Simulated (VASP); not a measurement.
# Al3GaN4 (P-42m) in VASP: further runs

Al3GaN4 is run at these levels: PBEsol; tasks: single point.

All numbers are computed with VASP 6.6.1; they aren't measurements. Logs are shortened: lines on timing, memory, paths and dates and some standing lists are left out, and cuts for length are marked.

### 1 The cell of the first run

Symmetry: P-42m, No. 111, tetragonal system. Conventional cell: a = 4.156 Å, b = 4.156 Å, c = 4.692 Å, α = 90.00°, β = 90.00°, γ = 90.00°. Within 2.5 Å of Al (site symmetry -42m) lie 4 N at 1.87 Å. Al (site symmetry 222) has 4 N at 1.86 Å within 2.5 Å. Within 2.5 Å of Ga (site symmetry -42m) lie 4 N at 1.92 Å. N (site symmetry m) has 3 Al at 1.86 to 1.87 Å and 1 Ga at 1.92 Å within 2.5 Å.

### 2 Single point, PBEsol (volume 10.129 Å^3 an atom, c/a of the conventional cell 1.1290)

INCAR

```
ALGO     = Normal         # electronic algorithm
EDIFF    = 1E-6           # SCF threshold, eV
ENCUT    = 520            # plane-wave cutoff, eV
GGA      = PS             # functional
ISIF     = 2              # what is computed and relaxed
ISMEAR   = 0              # smearing method
LASPH    = True           # aspherical terms in the spheres
LCHARG   = False          # write CHGCAR
LREAL    = False          # projectors in reciprocal space
LWAVE    = False          # write WAVECAR
NBANDS   = 31             # bands
NELM     = 60             # most SCF steps
PREC     = Accurate       # precision mode
SIGMA    = 0.05           # smearing width, eV
```

KPOINTS

```
k-points
0
Gamma
  6 6 6
```

POSCAR

```
Al3GaN4
1.0
    4.1557958533      0.0000000000      0.0000000000
    0.0000000000      4.1557958533      0.0000000000
    0.0000000000      0.0000000000      4.6918935184
Al Ga N
3 1 4
Direct
    0.5000000000      0.5000000000      0.0000000000
    0.5000000000      0.0000000000      0.5000000000
    0.0000000000      0.5000000000      0.5000000000
    0.0000000000      0.0000000000      0.0000000000
    0.7447140287      0.7447140287      0.2552859713
    0.7447140287      0.2552859713      0.7447140287
    0.2552859713      0.7447140287      0.7447140287
    0.2552859713      0.2552859713      0.2552859713
```

Potentials or basis: VASP PAW PBE potentials, release 64 (Al, Ga_d, N).

Started as:

```bash
cat potpaw_PBE.64/Al/POTCAR potpaw_PBE.64/Ga_d/POTCAR potpaw_PBE.64/N/POTCAR > POTCAR
mpirun -np 1 vasp_std > vasp.out
```

OUTCAR:

```text
EDIFF = 1E-6
   ENCUT = 520
   GGA = PS
   ISIF = 2
   ISMEAR = 0
   LASPH = True
   LREAL = False
   NELM = 60
   PREC = Accurate

 ion  position               nearest neighbor table
   1  0.500  0.500  0.000-   5 1.87   6 1.87   7 1.87   8 1.87   4 2.94   4 2.94   4 2.94   4 2.94
                             3 3.13   2 3.13   3 3.13   2 3.13   3 3.13   2 3.13   3 3.13   2 3.13
   2  0.500  0.000  0.500-   5 1.86   6 1.86   7 1.86   8 1.86   3 2.94   3 2.94   3 2.94   3 2.94
                             4 3.13   1 3.13   1 3.13   1 3.13   4 3.13   4 3.13   4 3.13   1 3.13
   3  0.000  0.500  0.500-   5 1.86   6 1.86   7 1.86   8 1.86   2 2.94   2 2.94   2 2.94   2 2.94
                             4 3.13   1 3.13   4 3.13   4 3.13   1 3.13   4 3.13   1 3.13   1 3.13
   4  0.000  0.000  0.000-   5 1.92   6 1.92   7 1.92   8 1.92   1 2.94   1 2.94   1 2.94   1 2.94
                             3 3.13   2 3.13   3 3.13   3 3.13   3 3.13   2 3.13   2 3.13   2 3.13
   5  0.745  0.745  0.255-   2 1.86   3 1.86   1 1.87   4 1.92
   6  0.745  0.255  0.745-   2 1.86   3 1.86   1 1.87   4 1.92
   7  0.255  0.745  0.745-   2 1.86   3 1.86   1 1.87   4 1.92
   8  0.255  0.255  0.255-   2 1.86   3 1.86   1 1.87   4 1.92

  LATTYP: Found a simple tetragonal cell.
 ALAT       =     4.1557958533
 C/A-ratio  =     1.1290000000

  Lattice vectors:

 A1 = (   4.1557958533,   0.0000000000,   0.0000000000)
 A2 = (   0.0000000000,   4.1557958533,   0.0000000000)
 A3 = (   0.0000000000,   0.0000000000,   4.6918935184)

Analysis of symmetry for initial positions (statically):
=====================================================================
 Subroutine PRICEL returns:
 Original cell was already a primitive cell.

 Routine SETGRP: Setting up the symmetry group for a
 simple tetragonal supercell.

 Subroutine GETGRP returns: Found  8 space group operations
 (whereof  8 operations were pure point group operations)
 out of a pool of 16 trial point group operations.

The static configuration has the point symmetry D_2d.

Analysis of symmetry for dynamics (positions and initial velocities):
=====================================================================
 Subroutine PRICEL returns:
 Original cell was already a primitive cell.

 Routine SETGRP: Setting up the symmetry group for a
 simple tetragonal supercell.

 Subroutine GETGRP returns: Found  8 space group operations
 (whereof  8 operations were pure point group operations)
 out of a pool of 16 trial point group operations.

The dynamic configuration has the point symmetry D_2d.

 Subroutine INISYM returns: Found  8 space group operations
 (whereof  8 operations are pure point group operations),
 and found     1 'primitive' translations

----------------------------------------------------------------------------------------

                                     Primitive cell

  volume of cell :      81.0320

  direct lattice vectors                    reciprocal lattice vectors
     4.155795853  0.000000000  0.000000000     0.240627797  0.000000000  0.000000000
     0.000000000  4.155795853  0.000000000     0.000000000  0.240627797  0.000000000
     0.000000000  0.000000000  4.691893518     0.000000000  0.000000000  0.213133567

  length of vectors
     4.155795853  4.155795853  4.691893518     0.240627797  0.240627797  0.213133567

  position of ions in fractional coordinates (direct lattice)
     0.500000000  0.500000000  0.000000000
     0.500000000  0.000000000  0.500000000
     0.000000000  0.500000000  0.500000000
     0.000000000  0.000000000  0.000000000
     0.744714029  0.744714029  0.255285971
     0.744714029  0.255285971  0.744714029
     0.255285971  0.744714029  0.744714029
     0.255285971  0.255285971  0.255285971

  ion indices of the primitive-cell ions
   primitive index   ion index
                 1           1
                 2           2
                 3           3
                 4           4
                 5           5
                 6           6
                 7           7
                 8           8

----------------------------------------------------------------------------------------

 KPOINTS: k-points

Automatic generation of k-mesh.
 Grid dimensions read from file:
 generate k-points for:    6    6    6

 Generating k-lattice:

  Cartesian coordinates                     Fractional coordinates (reciprocal lattice)
     0.040104633  0.000000000  0.000000000     0.166666667  0.000000000  0.000000000
     0.000000000  0.040104633  0.000000000     0.000000000  0.166666667  0.000000000
     0.000000000  0.000000000  0.035522261     0.000000000  0.000000000  0.166666667

  Length of vectors
     0.040104633  0.040104633  0.035522261

  Shift w.r.t. Gamma in fractional coordinates (k-lattice)
     0.000000000  0.000000000  0.000000000

 Subroutine IBZKPT returns following result:
 ===========================================

 Found     40 irreducible k-points:

 Following reciprocal coordinates:
            Coordinates               Weight
  0.000000  0.000000  0.000000      1.000000
  0.166667  0.000000  0.000000      4.000000
  0.333333  0.000000  0.000000      4.000000
  0.500000  0.000000  0.000000      2.000000
  0.166667  0.166667  0.000000      4.000000
  0.333333  0.166667  0.000000      8.000000
[... 16 lines left out ...]
  0.333333  0.000000  0.333333      8.000000
  0.500000  0.000000  0.333333      4.000000
 [... further k-points ...]
   k-points           NKPTS =     40   k-points in BZ     NKDIM =     40   number of bands    NBANDS=     31
   number of dos      NEDOS =    301   number of ions     NIONS =      8
   total plane-waves  NPLWV =  36864
   dimension x,y,z NGX =    32 NGY =   32 NGZ =   36
   dimension x,y,z NGXF=    64 NGYF=   64 NGZF=   72
   ions per type =               3   1   4
   NGX,Y,Z   is equivalent  to a cutoff of  12.80, 12.80, 12.76 a.u.
   NGXF,Y,Z  is equivalent  to a cutoff of  25.60, 25.60, 25.51 a.u.
 SYSTEM =  unknown system
   PREC   = accura    normal or accurate (medium, high low for compatibility)
   ISTART =      0    job   : 0-new  1-cont  2-samecut
   ICHARG =      2    charge: 1-file 2-atom 10-const
   ISPIN  =      1    spin polarized calculation?
   LNONCOLLINEAR =      F non collinear calculations
   LSORBIT =      F    spin-orbit coupling
   LASPH  =      T    aspherical Exc in radial PAW
   ENCUT  =  520.0 eV  38.22 Ry    6.18 a.u.   7.73  7.73  8.72*2*pi/ulx,y,z
   NELM   =     60;   NELMIN=  2; NELMDL= -5     # of ELM steps
   EDIFF  = 0.1E-05   stopping-criterion for ELM
   LREAL  =      F    real-space projection
   EDIFFG = 0.1E-04   stopping-criterion for IOM
   NSW    =      0    number of steps for IOM
   IBRION =     -1    ionic relax: 0-MD 1-quasi-New 2-CG
   NFREE  =      0    steps in history (QN), initial steepest desc. (CG)
   ISIF   =      2    stress and relaxation
   ISYM   =      2    0-nonsym 1-usesym 2-fastsym
   POTIM  = 0.5000    time-step for ionic-motion
   TEBEG  =    0.0;   TEEND  =   0.0 temperature during run
   PSTRESS=    0.0 pullay stress
   NELECT =      42.0000    total number of electrons
   NUPDOWN=      -1.0000    fix difference up-down
   EMIN   =  10.00;   EMAX   =-10.00  energy-range for DOS
   EFERMI =   0.00;   METHOD = LEGACY
   ISMEAR =     0;   SIGMA  =   0.05  broadening in eV -4-tet -1-fermi 0-gaus
   EFERMI_NEDOS =   21; number of points for ismear=-14 and -15
   IALGO  =     38    algorithm
   IMIX   =      4    mixing-type and parameters
     AMIX     =   0.40;   BMIX     =  1.00
     AMIX_MAG =   1.60;   BMIX_MAG =  1.00
  volume/ion in A,a.u.               =      10.13        68.35
  Fermi-wavevector in a.u.,A,eV,Ry     =   1.315040  2.485066 23.528978  1.729331
  Thomas-Fermi vector in A             =   2.445251
   LORBIT       =      0    0 simple, 1 ext, 2 COOP (PROOUT), +10 PAW based schemes
   GGA     = PS    functional components
   LHFCALC =     F    Hartree Fock is set to
   AEXX    =    0.0000 exact exchange contribution
   IVDW    =     0    specifies the selected vdW correction
   LEPSILON=     F    determine dielectric tensor
   LRPA    =     F    only Hartree local field effects (RPA)
 non-spin polarized calculation
 Gauss-broadening in eV      SIGMA  =   0.05
  energy-cutoff  :      520.00
  volume of cell :       81.03
 maximum number of plane-waves:      2220
 NGX is ok and might be reduce to    32
   NGX = 15   NGY = 15   NGZ = 17

 number of electron      41.9999994 magnetization

 Free energy of the ion-electron system (eV)
  ---------------------------------------------------
  ext. energy  EPLUGINS =         0.00000000
  ---------------------------------------------------
  free energy    TOTEN  =       -59.38991773 eV

  energy without entropy =      -59.38991773  energy(sigma->0) =      -59.38991773

 E-fermi :   6.7746     XC(G=0): -11.5964

 val. band max:        6.4962028643   @ k =   0.1667   0.1667   0.0000
 cond. band min:       9.3960465185   @ k =   0.0000   0.0000   0.0000
 fundamental gap:      2.8998436542
 Fermi energy:         6.7745666613

 k-point     1 :       0.0000    0.0000    0.0000
  band No.  band energies     occupation
      1      -9.3257      2.00000
      2      -7.4255      2.00000
      3      -7.2707      2.00000
      4      -7.2707      2.00000
      5      -6.4650      2.00000
      6      -6.4139      2.00000
[... 23 lines left out ...]
     30      18.5799      0.00000
     31      18.6118      0.00000

 k-point     2 :       0.1667    0.0000    0.0000
  band No.  band energies     occupation
      1      -9.1760      2.00000
      2      -7.4261      2.00000
      3      -7.3367      2.00000
      4      -7.2844      2.00000
      5      -6.4591      2.00000
      6      -6.4087      2.00000
[... 23 lines left out ...]
     30      18.1472      0.00000
     31      18.4405      0.00000

 k-point     3 :       0.3333    0.0000    0.0000
  band No.  band energies     occupation
      1      -8.7545      2.00000
      2      -7.6045      2.00000
      3      -7.4252      2.00000
      4      -7.3132      2.00000
      5      -6.4461      2.00000
      6      -6.3923      2.00000
[... 703 lines left out ...]
     30      16.4216      0.00000
     31      17.5828      0.00000

 k-point    24 :       0.5000    0.0000    0.3333
  band No.  band energies     occupation
      1      -8.0203      2.00000
      2      -7.8113      2.00000
      3      -7.5974      2.00000
      4      -7.3456      2.00000
      5      -6.4330      2.00000
      6      -6.3618      2.00000
[... 23 lines left out ...]
     30      16.7687      0.00000
     31      17.2587      0.00000

 [... further k-points ...]
[... 5 lines left out ...]
  --------------------------------------------------------------------------------------
  -------------------------------------------------------------------------------------
  Total        9.1571497      9.1571497     -1.8459090      0.0000000      0.0000000      0.0000000
  in kB      181.0565904    181.0565904    -36.4976000      0.0000000      0.0000000      0.0000000
  external PRESSURE =     108.5385269 kB  Pullay stress =       0.0000000 kB

 VOLUME and BASIS-vectors are now :
 -----------------------------------------------------------------------------
  energy-cutoff  :      520.00
  volume of cell :       81.03
      direct lattice vectors                 reciprocal lattice vectors
     4.155795853  0.000000000  0.000000000     0.240627797  0.000000000  0.000000000
     0.000000000  4.155795853  0.000000000     0.000000000  0.240627797  0.000000000
     0.000000000  0.000000000  4.691893518     0.000000000  0.000000000  0.213133567

 POSITION                                       TOTAL-FORCE (eV/Angst)
 -----------------------------------------------------------------------------------
      2.07790      2.07790      0.00000         0.000000     -0.000000     -0.000000
      2.07790      0.00000      2.34595         0.000000      0.000000     -0.000000
      0.00000      2.07790      2.34595         0.000000      0.000000     -0.000000
      0.00000      0.00000      0.00000         0.000000      0.000000     -0.000000
      3.09488      3.09488      1.19777        -0.047834     -0.047834     -0.111905
      3.09488      1.06092      3.49412        -0.047834      0.047834      0.111905
      1.06092      3.09488      3.49412         0.047834     -0.047834      0.111905
      1.06092      1.06092      1.19777         0.047834      0.047834     -0.111905
 -----------------------------------------------------------------------------------
    total drift:                               -0.000000     -0.000000      0.000000

  FREE ENERGIE OF THE ION-ELECTRON SYSTEM (eV)
  ---------------------------------------------------
  free  energy   TOTEN  =       -59.3899177259 eV

  energy  without entropy=      -59.3899177259  energy(sigma->0) =      -59.38991773
```

Wall time 81 s (1 thread of Intel Xeon Platinum 8259CL at 2.50GHz (Skylake/Cascade Lake), shared host); peak memory 0.23 GiB.

Results:

```yaml
Free_energy: -59.3899 eV
Pressure: 10.9 GPa
Largest_force: 0.131 eV/Å
Band_gap_on_the_k_mesh: 2.90 eV, indirect (least direct gap 2.96 eV)
```

Forces in eV/Å, atoms in the order of the input:
```
Al   0.000  0.000  0.000
Al   0.000  0.000  0.000
Al   0.000  0.000  0.000
Ga   0.000  0.000  0.000
N   -0.048 -0.048 -0.112
N   -0.048  0.048  0.112
N    0.048 -0.048  0.112
N    0.048  0.048 -0.112
```

Levels at points of the mesh, in eV from the valence-band top:
```csv
k point,band 19,band 20,band 21,band 22,band 23,band 24
"(0.00, 0.00, 0.00)",-0.72,-0.06,-0.06,2.90,2.90,3.50
"(0.50, 0.00, 0.00)",-1.67,-1.55,-1.35,5.56,5.69,6.28
"(0.50, 0.50, 0.00)",-0.31,-0.24,-0.24,7.54,7.58,7.58
"(0.00, 0.00, 0.50)",-1.06,-0.77,-0.77,5.20,5.20,5.35
"(0.50, 0.00, 0.50)",-1.32,-1.16,-1.07,6.96,7.25,7.30
"(0.50, 0.50, 0.50)",-0.35,-0.18,-0.18,5.14,6.35,6.37
```

Caveat: the PAW data sets were made with another functional, which shifts forces and pressure a little.

### 3 Single point, PBEsol (volume 10.129 Å^3 an atom, c/a of the conventional cell 0.8857)

INCAR

```
SYSTEM = Al3GaN4
  PREC = Accurate
  ENCUT = 520
  EDIFF = 1E-7
  ISMEAR = 0
  SIGMA = 0.05
  LREAL = .False.
  LASPH = .True.
  NELM = 100
  ALGO = Normal
  ISIF = 2
  LWAVE = .False.
  LCHARG = .False.
  GGA = PS
  NBANDS = 31
```

KPOINTS

```
Automatic mesh
0
Gamma
  6 6 6
  0 0 0
```

Changes to POSCAR since step 2:

```diff
@@ -2,5 +2,5 @@
 1.0
-    4.1557958533      0.0000000000      0.0000000000
-    0.0000000000      4.1557958533      0.0000000000
-    0.0000000000      0.0000000000      4.6918935184
+    4.5059873810      0.0000000000      0.0000000000
+    0.0000000000      4.5059873810      0.0000000000
+    0.0000000000      0.0000000000      3.9909530233
 Al Ga N
```

Potentials or basis: VASP PAW PBE potentials, release 64 (Al, Ga_d, N).

Started as:

```bash
cat potpaw_PBE.64/Al/POTCAR potpaw_PBE.64/Ga_d/POTCAR potpaw_PBE.64/N/POTCAR > POTCAR
mpirun -np 1 vasp_std > vasp.out
```

Run time: 1.8 min. Hardware: 1 thread of Intel Xeon Platinum 8259CL at 2.50GHz (Skylake/Cascade Lake), shared host; peak memory 0.23 GiB.

The run converged. Its results:

```
Free energy            : -59.5571 eV
Pressure               : 10.6 GPa
Largest force          : 0.155 eV/Å
Band gap on the k mesh : 2.77 eV, direct
```

Forces on the atoms (eV/Å):
```
Al   0.000  0.000  0.000
Al   0.000  0.000  0.000
Al   0.000  0.000  0.000
Ga   0.000  0.000  0.000
N    0.071  0.071  0.118
N    0.071 -0.071 -0.118
N   -0.071  0.071 -0.118
N   -0.071 -0.071  0.118
```

Stress tensor (GPa, compression positive):
```
 7.43  0.00  0.00
 0.00  7.43  0.00
 0.00  0.00 17.05
```

Levels at points of the mesh, in eV from the valence-band top:
```tsv
k point	band 19	band 20	band 21	band 22	band 23	band 24
(0.00, 0.00, 0.00)	-0.42	-0.42	0.00	2.77	3.36	3.36
(0.50, 0.00, 0.00)	-1.23	-1.09	-0.94	5.39	5.39	5.51
(0.50, 0.50, 0.00)	-1.40	-1.40	-1.31	6.95	6.95	7.00
(0.00, 0.00, 0.50)	-1.98	-1.67	-1.67	5.89	6.04	6.82
(0.50, 0.00, 0.50)	-0.75	-0.69	-0.53	7.39	7.66	7.77
(0.50, 0.50, 0.50)	-0.56	-0.51	-0.15	5.29	6.62	6.62
```

Caveat: the PAW data sets were made with another functional, which shifts forces and pressure a little.

### 4 Single point, PBEsol (volume 10.700 Å^3 an atom, c/a of the conventional cell 0.9411)

INCAR

```
SYSTEM = Al3GaN4
ALGO = Normal
EDIFF = 1E-6
ENCUT = 520
GGA = PS
ISIF = 2
ISMEAR = 0
LASPH = .True.
LCHARG = .True.
LELF = .True.
LREAL = .False.
LVHAR = .True.
LWAVE = .False.
NBANDS = 31
NELM = 80
PREC = Accurate
SIGMA = 0.05
```

KPOINTS

```
k-points
0
Gamma
  6 6 6
  0 0 0
```

Changes to POSCAR since step 3:

```diff
@@ -2,5 +2,5 @@
 1.0
-    4.5059873810      0.0000000000      0.0000000000
-    0.0000000000      4.5059873810      0.0000000000
-    0.0000000000      0.0000000000      3.9909530233
+    4.4972061705      0.0000000000      0.0000000000
+    0.0000000000      4.4972061705      0.0000000000
+    0.0000000000      0.0000000000      4.2323207271
 Al Ga N
```

Started as:

```bash
cat potpaw_PBE.64/Al/POTCAR potpaw_PBE.64/Ga_d/POTCAR potpaw_PBE.64/N/POTCAR > POTCAR
mpirun -np 1 vasp_std > vasp.out
```

Run time: 99 s. Hardware: 1 thread of Intel Xeon Platinum 8259CL at 2.50GHz (Skylake/Cascade Lake), shared host; peak memory 0.24 GiB.

Results (log left out):

```
Free energy            : -59.8764 eV
Pressure               : -0.4 GPa
Largest force          : 0.069 eV/Å
Band gap on the k mesh : 2.99 eV, direct
```

Forces on the atoms (eV/Å):
```
Al   0.000  0.000  0.000
Al   0.000  0.000  0.000
Al   0.000  0.000  0.000
Ga   0.000  0.000  0.000
N    0.033  0.033  0.050
N    0.033 -0.033 -0.050
N   -0.033  0.033 -0.050
N   -0.033 -0.033  0.050
```

Stress tensor (GPa, compression positive):
```
-2.53  0.00  0.00
 0.00 -2.53  0.00
 0.00  0.00  3.96
```

Levels at points of the mesh, in eV from the valence-band top:
```tsv
k point	band 18	band 19	band 20	band 21	band 22	band 23	band 24	band 25
(0.00, 0.00, 0.00)	-1.97	-0.23	-0.23	0.00	2.99	3.26	3.28	3.28
(0.50, 0.00, 0.00)	-1.30	-1.21	-1.03	-0.94	5.31	5.34	5.70	5.73
(0.50, 0.50, 0.00)	-1.25	-0.96	-0.96	-0.93	7.00	7.13	7.13	7.27
(0.00, 0.00, 0.50)	-1.58	-1.58	-1.30	-1.30	5.52	5.62	6.30	6.30
(0.50, 0.00, 0.50)	-0.87	-0.63	-0.60	-0.52	7.13	7.40	7.45	7.74
(0.50, 0.50, 0.50)	-0.54	-0.54	-0.54	-0.26	5.21	6.63	6.63	6.63
```

Caveat: the PAW data sets were made with another functional, which shifts forces and pressure a little.

### 5 Summary

| cell | gap on the mesh (eV) | pressure (GPa) | largest force (eV/Å) |
| --- | --- | --- | --- |
| a = 4.156, b = 4.156, c = 4.692 Å, 8 atoms | 2.90 | 10.9 | 0.13 |
| a = 4.506, b = 4.506, c = 3.991 Å, 8 atoms | 2.77 | 10.6 | 0.15 |
| a = 4.497, b = 4.497, c = 4.232 Å, 8 atoms | 2.99 | -0.4 | 0.07 |

Alike in all rows: task single point; level PBEsol; potentials or basis VASP PAW PBE potentials, release 64 (Al, Ga_d, N); no spin polarisation; k mesh 6 × 6 × 6; cutoff (eV) 520; smearing gaussian 0.05 eV.

Caveats: the PAW data sets were made with another functional, which shifts forces and pressure a little.

Absolute energies hang on the potentials; compare differences alone.
